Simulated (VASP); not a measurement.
# NaCl (I-4m2) in VASP: further runs

The runs below take NaCl through single point, with PBE, r2SCAN.

Everything below comes from runs of VASP 6.6.1. Logs are shortened: lines on timing, memory, paths and dates and some standing lists are left out, and cuts for length are marked.

### Step 1. The cell of the first run

Symmetry: I-4m2, No. 119, tetragonal system. The conventional cell has a = 4.542 Å, b = 4.542 Å, c = 5.664 Å, α = 90.00°, β = 90.00°, γ = 90.00°. Na (site symmetry -4m2) has 4 Cl at 2.68 Å within 3.5 Å. Cl (site symmetry -4m2) has 4 Na at 2.68 Å within 3.5 Å.

### Step 2. Single point, PBE (epitaxial xy strain +4.0%)

INCAR

```
SYSTEM = NaCl
ALGO     = Normal         ! electronic algorithm
EDIFF    = 1E-7           ! SCF threshold, eV
ENCUT    = 520            ! plane-wave cutoff, eV
GGA      = PE             ! functional
ISIF     = 2              ! what is computed and relaxed
ISMEAR   = -1             ! smearing method
LASPH    = .True.         ! aspherical terms in the spheres
LCHARG   = .True.         ! write CHGCAR
LELF     = .True.         ! ELF
LREAL    = .False.        ! projectors in reciprocal space
LVHAR    = .True.       
LWAVE    = .False.        ! write WAVECAR
NBANDS   = 14             ! bands
NELM     = 100            ! most SCF steps
PREC     = Accurate       ! precision mode
SIGMA    = 0.02           ! smearing width, eV
```

KPOINTS

```
k-points
0
Gamma
  8 8 8
  0 0 0
```

POSCAR

```
NaCl
1.0
    0.0000000000      3.2113811431      2.8320051359
    3.2113811431      0.0000000000      2.8320051359
    3.2113811431      3.2113811431      0.0000000000
Na Cl
1 1
Direct
    0.0000000000      0.0000000000      0.0000000000
    0.2500000000      0.2500000000      0.2500000000
```

Potentials or basis: VASP PAW PBE potentials, release 64 (Na_pv, Cl).

Run with:

```sh
$ cat potpaw_PBE.64/Na_pv/POTCAR potpaw_PBE.64/Cl/POTCAR > POTCAR
$ mpirun -np 1 vasp_std > vasp.out
```

OUTCAR:

```text
SYSTEM = NaCl
   EDIFF = 1E-7
   ENCUT = 520
   GGA = PE
   ISIF = 2
   ISMEAR = -1
   LASPH = .True.
   LREAL = .False.
   NELM = 100
   PREC = Accurate

 ion  position               nearest neighbor table
   1  0.000  0.000  0.000-   2 2.68   2 2.68   2 2.68   2 2.68
   2  0.250  0.250  0.250-   1 2.68   1 2.68   1 2.68   1 2.68

  LATTYP: Found a body centered tetragonal cell.
 ALAT       =     4.5415787665
 C/A-ratio  =     1.2471456652

  Lattice vectors:

 A1 = (   0.0000000000,  -3.2113811431,  -2.8320051359)
 A2 = (   0.0000000000,   3.2113811431,  -2.8320051359)
 A3 = (   3.2113811431,   0.0000000000,   2.8320051359)

Analysis of symmetry for initial positions (statically):
=====================================================================
 Subroutine PRICEL returns:
 Original cell was already a primitive cell.

 Routine SETGRP: Setting up the symmetry group for a
 body centered tetragonal supercell.

 Subroutine GETGRP returns: Found  8 space group operations
 (whereof  8 operations were pure point group operations)
 out of a pool of 16 trial point group operations.

The static configuration has the point symmetry D_2d.

Analysis of symmetry for dynamics (positions and initial velocities):
=====================================================================
 Subroutine PRICEL returns:
 Original cell was already a primitive cell.

 Routine SETGRP: Setting up the symmetry group for a
 body centered tetragonal supercell.

 Subroutine GETGRP returns: Found  8 space group operations
 (whereof  8 operations were pure point group operations)
 out of a pool of 16 trial point group operations.

The dynamic configuration has the point symmetry D_2d.

 Subroutine INISYM returns: Found  8 space group operations
 (whereof  8 operations are pure point group operations),
 and found     1 'primitive' translations

----------------------------------------------------------------------------------------

                                     Primitive cell

  volume of cell :      58.4128

  direct lattice vectors                    reciprocal lattice vectors
     0.000000000  3.211381143  2.832005136    -0.155696250  0.155696250  0.176553352
     3.211381143  0.000000000  2.832005136     0.155696250 -0.155696250  0.176553352
     3.211381143  3.211381143  0.000000000     0.155696250  0.155696250 -0.176553352

  length of vectors
     4.281731184  4.281731184  4.541578767     0.282229925  0.282229925  0.282229925

  position of ions in fractional coordinates (direct lattice)
     0.000000000  0.000000000  0.000000000
     0.250000000  0.250000000  0.250000000

  ion indices of the primitive-cell ions
   primitive index   ion index
                 1           1
                 2           2

----------------------------------------------------------------------------------------

 KPOINTS: k-points

Automatic generation of k-mesh.
 Grid dimensions read from file:
 generate k-points for:    8    8    8

 Generating k-lattice:

  Cartesian coordinates                     Fractional coordinates (reciprocal lattice)
    -0.019462031  0.019462031  0.022069169     0.125000000 -0.000000000  0.000000000
     0.019462031 -0.019462031  0.022069169    -0.000000000  0.125000000  0.000000000
     0.019462031  0.019462031 -0.022069169     0.000000000  0.000000000  0.125000000

  Length of vectors
     0.035278741  0.035278741  0.035278741

  Shift w.r.t. Gamma in fractional coordinates (k-lattice)
     0.000000000  0.000000000  0.000000000

 Subroutine IBZKPT returns following result:
 ===========================================

 Found     59 irreducible k-points:

 Following reciprocal coordinates:
            Coordinates               Weight
  0.000000  0.000000  0.000000      1.000000
  0.125000  0.000000  0.000000      8.000000
  0.250000  0.000000  0.000000      8.000000
  0.375000  0.000000  0.000000      8.000000
  0.500000  0.000000  0.000000      4.000000
  0.125000  0.125000  0.000000      2.000000
[... 16 lines left out ...]
  0.250000  0.000000  0.125000     16.000000
  0.375000  0.000000  0.125000     16.000000
 [... further k-points ...]
   k-points           NKPTS =     59   k-points in BZ     NKDIM =     59   number of bands    NBANDS=     14
   number of dos      NEDOS =    301   number of ions     NIONS =      2
   total plane-waves  NPLWV =  36864
   dimension x,y,z NGX =    32 NGY =   32 NGZ =   36
   dimension x,y,z NGXF=    64 NGYF=   64 NGZF=   72
   ions per type =               1   1
   NGX,Y,Z   is equivalent  to a cutoff of  12.42, 12.42, 13.18 a.u.
   NGXF,Y,Z  is equivalent  to a cutoff of  24.85, 24.85, 26.36 a.u.
 SYSTEM =  NaCl
   PREC   = accura    normal or accurate (medium, high low for compatibility)
   ISTART =      0    job   : 0-new  1-cont  2-samecut
   ICHARG =      2    charge: 1-file 2-atom 10-const
   ISPIN  =      1    spin polarized calculation?
   LNONCOLLINEAR =      F non collinear calculations
   LSORBIT =      F    spin-orbit coupling
   LASPH  =      T    aspherical Exc in radial PAW
   ENCUT  =  520.0 eV  38.22 Ry    6.18 a.u.   7.96  7.96  8.44*2*pi/ulx,y,z
   NELM   =    100;   NELMIN=  2; NELMDL= -5     # of ELM steps
   EDIFF  = 0.1E-06   stopping-criterion for ELM
   LREAL  =      F    real-space projection
   EDIFFG = 0.1E-05   stopping-criterion for IOM
   NSW    =      0    number of steps for IOM
   IBRION =     -1    ionic relax: 0-MD 1-quasi-New 2-CG
   NFREE  =      0    steps in history (QN), initial steepest desc. (CG)
   ISIF   =      2    stress and relaxation
   ISYM   =      2    0-nonsym 1-usesym 2-fastsym
   POTIM  = 0.5000    time-step for ionic-motion
   TEBEG  =    0.0;   TEEND  =   0.0 temperature during run
   PSTRESS=    0.0 pullay stress
   NELECT =      14.0000    total number of electrons
   NUPDOWN=      -1.0000    fix difference up-down
   EMIN   =  10.00;   EMAX   =-10.00  energy-range for DOS
   EFERMI =   0.00;   METHOD = LEGACY
   ISMEAR =    -1;   SIGMA  =   0.02  broadening in eV -4-tet -1-fermi 0-gaus
   EFERMI_NEDOS =   21; number of points for ismear=-14 and -15
   IALGO  =     38    algorithm
   IMIX   =      4    mixing-type and parameters
     AMIX     =   0.40;   BMIX     =  1.00
     AMIX_MAG =   1.60;   BMIX_MAG =  1.00
  volume/ion in A,a.u.               =      29.21       197.09
  Fermi-wavevector in a.u.,A,eV,Ry     =   1.016908  1.921677 14.069806  1.034102
  Thomas-Fermi vector in A             =   2.150278
   LORBIT       =      0    0 simple, 1 ext, 2 COOP (PROOUT), +10 PAW based schemes
   GGA     = PE    functional components
[... 5 lines left out ...]
 non-spin polarized calculation
  energy-cutoff  :      520.00
  volume of cell :       58.41
 maximum number of plane-waves:      1596
   NGX = 15   NGY = 15   NGZ = 17

 number of electron      13.9999993 magnetization

 Free energy of the ion-electron system (eV)
  ---------------------------------------------------
  ext. energy  EPLUGINS =         0.00000000
  ---------------------------------------------------
  free energy    TOTEN  =        -6.63494495 eV

  energy without entropy =       -6.63494495  energy(sigma->0) =       -6.63494495

 E-fermi :  -1.7932     XC(G=0):  -6.8932

 val. band max:       -2.2937537948   @ k =   0.0000   0.0000   0.0000
 cond. band min:       2.5732604741   @ k =   0.0000   0.0000   0.0000
 fundamental gap:      4.8670142688
 Fermi energy:        -1.7932133056

 k-point     1 :       0.0000    0.0000    0.0000
  band No.  band energies     occupation
      1     -22.9831      2.00000
      2     -22.9701      2.00000
      3     -22.9701      2.00000
      4     -14.4847      2.00000
      5      -2.3812      2.00000
      6      -2.3812      2.00000
      7      -2.2938      2.00000
      8       2.5733      0.00000
      9       8.8467      0.00000
     10       8.8467      0.00000
     11       9.1408      0.00000
     12       9.8596      0.00000
     13      11.1171      0.00000
     14      12.5122      0.00000

 k-point     2 :       0.1250    0.0000    0.0000
  band No.  band energies     occupation
      1     -22.9840      2.00000
      2     -22.9714      2.00000
      3     -22.9705      2.00000
      4     -14.4631      2.00000
      5      -2.5534      2.00000
      6      -2.4072      2.00000
      7      -2.3245      2.00000
      8       2.9386      0.00000
      9       8.5062      0.00000
     10       8.8401      0.00000
     11       9.1744      0.00000
     12       9.7233      0.00000
     13      10.6228      0.00000
     14      12.7395      0.00000

 k-point     3 :       0.2500    0.0000    0.0000
  band No.  band energies     occupation
      1     -22.9870      2.00000
      2     -22.9739      2.00000
      3     -22.9713      2.00000
      4     -14.4105      2.00000
      5      -2.9570      2.00000
      6      -2.4686      2.00000
      7      -2.3396      2.00000
      8       3.7994      0.00000
      9       7.6739      0.00000
     10       8.4050      0.00000
     11       9.3209      0.00000
     12      10.3270      0.00000
     13      10.4408      0.00000
     14      12.0932      0.00000
[... 324 lines left out ...]
 k-point    23 :       0.2500    0.0000    0.1250
  band No.  band energies     occupation
      1     -22.9854      2.00000
      2     -22.9752      2.00000
      3     -22.9711      2.00000
      4     -14.4171      2.00000
      5      -2.8604      2.00000
      6      -2.4603      2.00000
      7      -2.3855      2.00000
      8       3.6729      0.00000
      9       7.8810      0.00000
     10       8.2191      0.00000
     11       9.2897      0.00000
     12       9.7150      0.00000
     13      10.9357      0.00000
     14      13.1744      0.00000

 k-point    24 :       0.3750    0.0000    0.1250
  band No.  band energies     occupation
      1     -22.9888      2.00000
      2     -22.9770      2.00000
      3     -22.9721      2.00000
      4     -14.3639      2.00000
      5      -3.1784      2.00000
      6      -2.5515      2.00000
      7      -2.4087      2.00000
      8       4.5911      0.00000
      9       7.0565      0.00000
     10       7.8991      0.00000
     11       9.2138      0.00000
     12      10.6281      0.00000
     13      11.5212      0.00000
     14      12.7022      0.00000

 [... further k-points ...]

------------------------ aborting loop because EDIFF is reached ----------------------------------------

  FORCE on cell =-STRESS in cart. coord.  units (eV):
  Direction    XX          YY          ZZ          XY          YZ          ZX
  --------------------------------------------------------------------------------------
  -------------------------------------------------------------------------------------
  Total        0.2433369      0.2433369      0.2426511      0.0000000      0.0000000      0.0000000
  in kB        6.6743794      6.6743794      6.6555675      0.0000000      0.0000000      0.0000000
  external PRESSURE =       6.6681088 kB  Pullay stress =       0.0000000 kB

 VOLUME and BASIS-vectors are now :
 -----------------------------------------------------------------------------
  energy-cutoff  :      520.00
  volume of cell :       58.41
      direct lattice vectors                 reciprocal lattice vectors
     0.000000000  3.211381143  2.832005136    -0.155696250  0.155696250  0.176553352
     3.211381143  0.000000000  2.832005136     0.155696250 -0.155696250  0.176553352
     3.211381143  3.211381143  0.000000000     0.155696250  0.155696250 -0.176553352

 POSITION                                       TOTAL-FORCE (eV/Angst)
 -----------------------------------------------------------------------------------
      0.00000      0.00000      0.00000        -0.000000     -0.000000     -0.000000
      1.60569      1.60569      1.41600         0.000000      0.000000      0.000000
 -----------------------------------------------------------------------------------
    total drift:                               -0.000002     -0.000002     -0.000004

  FREE ENERGIE OF THE ION-ELECTRON SYSTEM (eV)
  ---------------------------------------------------
  free  energy   TOTEN  =        -6.6349449460 eV

  energy  without entropy=       -6.6349449460  energy(sigma->0) =       -6.63494495
```

Run time: 18 s. Hardware: 1 thread of Intel Xeon 6975P-C (Granite Rapids), shared host; peak memory 0.2 GiB.

What came out:

```yaml
Free_energy: -6.6349 eV
Pressure: 0.7 GPa
Band_gap_on_the_k_mesh: 4.87 eV, direct
```

Caveat: the cell differs from its parent crystal (epitaxial xy strain +4.0%).

### Step 3. Single point, r2SCAN (epitaxial xy strain +4.0%)

POSCAR is that of step 2.

INCAR.step1

```
SYSTEM = NaCl
  PREC = Accurate
  ENCUT = 520
  ISMEAR = 0
  SIGMA = 0.01
  LREAL = .FALSE.
  LASPH = .TRUE.
  NELM = 100
  NBANDS = 14
  GGA = PE
  ALGO = Normal
  EDIFF = 1E-4
  LWAVE = .TRUE.
  LCHARG = .FALSE.
```

INCAR.step2

```
SYSTEM = NaCl
  PREC = Accurate
  ENCUT = 520
  EDIFF = 1E-6
  ISMEAR = 0
  SIGMA = 0.01
  LREAL = .FALSE.
  LASPH = .TRUE.
  NELM = 100
  ALGO = Normal
  ISIF = 2
  LWAVE = .FALSE.
  LCHARG = .FALSE.
  METAGGA = R2SCAN
  LMIXTAU = .TRUE.
  NBANDS = 14
  ISTART = 1
```

KPOINTS

```
Automatic mesh
0
G
  8 8 8
  0 0 0
```

Potentials or basis: VASP PAW PBE potentials, release 64 (Na_pv, Cl).

Run with:

```sh
$ cat potpaw_PBE.64/Na_pv/POTCAR potpaw_PBE.64/Cl/POTCAR > POTCAR
$ cp INCAR.step1 INCAR
$ mpirun -np 1 vasp_std > vasp.out
$ cp INCAR.step2 INCAR
$ mpirun -np 1 vasp_std > vasp.out
```

Wall time 61 s (1 thread of Intel Xeon 6975P-C (Granite Rapids), shared host); peak memory 0.2 GiB.

Results (log left out):

```
Free energy            : -13.5596 eV
Pressure               : -0.1 GPa
Band gap on the k mesh : 5.50 eV, direct
```

Levels at points of the mesh, in eV from the valence-band top:
| k point | band 4 | band 5 | band 6 | band 7 | band 8 | band 9 | band 10 | band 11 |
| --- | --- | --- | --- | --- | --- | --- | --- | --- |
| (0.00, 0.00, 0.00) | -12.74 | -0.09 | -0.09 | 0.00 | 5.50 | 11.99 | 11.99 | 12.27 |
| (0.50, 0.00, 0.00) | -12.59 | -1.12 | -0.26 | -0.06 | 8.22 | 9.48 | 10.81 | 11.99 |
| (0.50, 0.50, 0.00) | -12.52 | -0.89 | -0.51 | -0.51 | 7.51 | 9.35 | 12.46 | 13.53 |
| (0.50, 0.00, 0.50) | -12.55 | -1.08 | -0.31 | -0.26 | 7.43 | 9.92 | 11.15 | 13.60 |

Caveat: the cell differs from its parent crystal (epitaxial xy strain +4.0%); the PAW data sets were made with another functional, which shifts forces and pressure a little. A k mesh can miss the band edges.
